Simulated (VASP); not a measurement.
NaH, 16 atoms in the cell. The typed cell holds 16 atoms: a = 6.781 Å, b = 6.781 Å, c = 6.781 Å, α = 60.00°, β = 60.00°, γ = 60.00°. 

```yaml
Program: VASP 6.6.1
Task: single point
Functional: PBE
Potentials_or_basis: VASP PAW PBE potentials, release 64 (Na_pv, H)
Cutoff: 520 eV
k_mesh: 2 × 2 × 2
Occupations: fermi-dirac, width 0.026 eV
Spin: no spin polarisation
Dipole_correction: no
Further_INCAR_settings: LREAL = Auto; ALGO = Normal; EDIFF = 1e-06; NBANDS = 46
```

Potentials or basis: VASP PAW PBE potentials, release 64 (Na_pv, H).

The run is started by

```console
$ cat potpaw_PBE.64/Na_pv/POTCAR potpaw_PBE.64/H/POTCAR > POTCAR
$ mpirun -np 1 vasp_std > vasp.out
```

Hardware: 1 thread of Intel(R) Xeon(R) Platinum 8488C (Sapphire Rapids) (shared host).

Q: Estimate the wall time of this run.

A: It took 2.1 min on 1 thread of Intel(R) Xeon(R) Platinum 8488C (Sapphire Rapids), with other jobs on the host, peak memory 0.35 GiB. Counts: scf iterations 13, k points 8.
